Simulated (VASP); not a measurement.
A run of VASP 6.6.1 is set up as follows.

Contents of POSCAR:

```
PtSe2
1.0
    3.7185540452      0.0000000000      0.0000000000
   -1.8592770226      3.2203622684      0.0000000000
    0.0000000000      0.0000000000      5.5906584281
Pt Se
1 2
Direct
    0.0000000000      0.0000000000      0.0000000000
    0.3333333333      0.6666666667      0.2339045094
    0.6666666667      0.3333333333      0.7660954906
```

Contents of INCAR.step1:

```
SYSTEM = PtSe2
ALGO = Normal
EDIFF = 1E-4
ENCUT = 520
GGA = PE
ISMEAR = 0
LASPH = .True.
LCHARG = .False.
LREAL = .False.
LWAVE = .True.
NBANDS = 18
NELM = 100
PREC = Accurate
SIGMA = 0.05
```

Contents of INCAR.step2:

```
SYSTEM = PtSe2
ALGO = Normal
EDIFF = 1E-6
ENCUT = 520
ISIF = 2
ISMEAR = 0
ISTART = 1
LASPH = .True.
LCHARG = .False.
LMIXTAU = .True.
LREAL = .False.
LWAVE = .False.
METAGGA = R2SCAN
NBANDS = 18
NELM = 100
PREC = Accurate
SIGMA = 0.05
```

Contents of KPOINTS:

```
k-points
0
Gamma
  8 8 4
  0 0 0
```

Potentials or basis: VASP PAW PBE potentials, release 64 (Pt, Se).

Run with:

```sh
$ cat potpaw_PBE.64/Pt/POTCAR potpaw_PBE.64/Se/POTCAR > POTCAR
$ cp INCAR.step1 INCAR
$ mpirun -np 1 vasp_std > vasp.out
$ cp INCAR.step2 INCAR
$ mpirun -np 1 vasp_std > vasp.out
```

**Question.** Predict the pressure.

**Answer.** 0.7 GPa.

**Question.** What does it give for the band gap on the k mesh?

**Answer.** 0.37 eV, indirect (least direct gap 0.69 eV).

**Question.** Predict the largest force.

**Answer.** 0.011 eV/Å.

Forces in eV/Å, atoms in the order of the input:
```
Pt   0.000  0.000  0.000
Se   0.000  0.000  0.011
Se   0.000  0.000 -0.011
```

Caveat: the PAW data sets were made with another functional, which shifts forces and pressure a little; spin-orbit coupling is left out, which moves the levels of the heavy elements. A k mesh can miss the band edges.
